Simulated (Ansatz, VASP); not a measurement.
# ZrC in VASP and in Ansatz

```
Zr C
1.0
     0.00000    2.30626    2.30626
     2.30626    0.00000    2.30626
     2.30626    2.30626    0.00000
Zr C
1 1
Direct
  0.50000 0.50000 0.50000
  0.00000 0.00000 0.00000
```

Alike in both runs: task single point; functional PBE; k mesh 20 × 20 × 20; occupations gaussian, width 0.1 eV; no spin polarisation.

|  | VASP | Ansatz |
| --- | --- | --- |
| version | VASP 6.6.1 | Ansatz 0.2.0 |
| potentials or method | VASP PAW PBE potentials, release 64 (Zr_sv, C), cutoff 520 eV | scalar-relativistic, plane waves, PAW |
| valence electrons in the cell | 16 | 16 |

Ansatz gave:

```
gap on the k mesh at the Fermi level (eV) : none
pressure (GPa)                            : 15.6
```

Problem. Which values does VASP return?

Solution. gap on the k mesh at the Fermi level (eV): none; pressure (GPa): 15.9.

A gap of «none» marks a metal or a gap that the smearing closes. With one functional, cell and mesh, what is left measures potentials, basis and numerics.
